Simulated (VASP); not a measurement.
Set up this calculation in VASP 6.6.1, as the native input.

```
Task                   : dielectric tensor
Functional             : PBE
Potentials or basis    : VASP PAW PBE potentials, release 64 (Cd, S)
Cutoff                 : 520 eV
k mesh                 : 6 × 6 × 6
Occupations            : gaussian, width 0.01 eV
Spin                   : no spin polarisation
Dipole correction      : no
Further INCAR settings : ALGO = Normal; EDIFF = 1e-08
```

The structure of CdS lies in POSCAR:

```
CdS
1.0
    0.0000000000      2.9392087863      2.9392087863
    2.9392087863      0.0000000000      2.9392087863
    2.9392087863      2.9392087863      0.0000000000
Cd S
1 1
Direct
    0.0000000000      0.0000000000      0.0000000000
    0.2500000000      0.2500000000      0.2500000000
```

One way to write it, as run:

INCAR

```
SYSTEM = CdS
PREC = Accurate ; ENCUT = 520
EDIFF = 1E-8 ; ISMEAR = 0
SIGMA = 0.01 ; LREAL = .False.
LASPH = .True. ; NELM = 80
ALGO = Normal ; ISIF = 2
LWAVE = .False. ; LCHARG = .False.
GGA = PE ; LEPSILON = .True.
```

KPOINTS

```
Automatic mesh
0
Gamma
  6 6 6
  0 0 0
```

Potentials or basis: VASP PAW PBE potentials, release 64 (Cd, S).

Launch:

```bash
$ cat potpaw_PBE.64/Cd/POTCAR potpaw_PBE.64/S/POTCAR > POTCAR
$ mpirun -np 1 vasp_std > vasp.out
```

It gave:

```
Band gap on the k mesh                  : 1.10 eV, direct
Electronic dielectric tensor (diagonal) : 7.48
Born charges (mean of the diagonal)     : Cd +2.30; S -2.30 e
```

Run time: 4.2 min on 1 thread of AMD EPYC 7R13, on a shared host, peak memory 0.21 GiB.
